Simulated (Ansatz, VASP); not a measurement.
## One calculation of CdF2, two programs

File INCAR:

```
PREC = Accurate
ENCUT = 520
EDIFF = 1E-6
ISMEAR = 0
SIGMA = 0.05
LREAL = False
LASPH = True
NELM = 60
ALGO = Normal
ISIF = 2
LWAVE = False
LCHARG = False
GGA = PE
NBANDS = 20
```

File KPOINTS:

```
regular mesh
0
Gamma
  8 8 8
```

File POSCAR:

```
CdF2
1.0
    0.0000000000      2.5855460288      2.5855460288
    2.5855460288      0.0000000000      2.5855460288
    2.5855460288      2.5855460288      0.0000000000
Cd F
1 2
Direct
    0.0000000000      0.0000000000      0.0000000000
    0.2500000000      0.2500000000      0.2500000000
    0.7500000000      0.7500000000      0.7500000000
```

Input for Ansatz:

```yaml
crystal:
  lattice:
    - [0.0, 2.5855460288, 2.5855460288]
    - [2.5855460288, 0.0, 2.5855460288]
    - [2.5855460288, 2.5855460288, 0.0]
  atoms:
    - { symbol: Cd, position: [0.0, 0.0, 0.0] }
    - { symbol: F, position: [0.25, 0.25, 0.25] }
    - { symbol: F, position: [0.75, 0.75, 0.75] }
basis:
  ecutwfc: 520.0
kpoints:
  mp_grid: { grid: [8, 8, 8] }
hamiltonian:
  xc: pbe
  pseudopotentials: { kind: paw }
scf:
  occupations: { method: gaussian, width: 0.05 }
output:
  forces: true
  stress: true
  eigenvalues: true
```

Alike in both runs: task single point; functional PBE; k mesh 8 × 8 × 8; occupations gaussian, width 0.05 eV; no spin polarisation.

|  | VASP | Ansatz |
| --- | --- | --- |
| version | VASP 6.6.1 | Ansatz 0.2.0 |
| potentials or method | VASP PAW PBE potentials, release 64 (Cd, F), cutoff 520 eV | scalar-relativistic, plane waves, PAW |
| valence electrons in the cell | 26 | 34 |

|  | VASP | Ansatz | Ansatz less VASP |
| --- | --- | --- | --- |
| gap on the k mesh at the Fermi level (eV) | 3.51 | 3.55 | +0.042 |
| least direct gap on the mesh (eV) | 3.83 | 3.87 | +0.042 |
| pressure (GPa) | 26.5 | 24.9 | -1.60 |

VASP's potentials hold 26 valence electrons a cell and Ansatz's 34, so a difference there can come from the potentials and not from the codes.
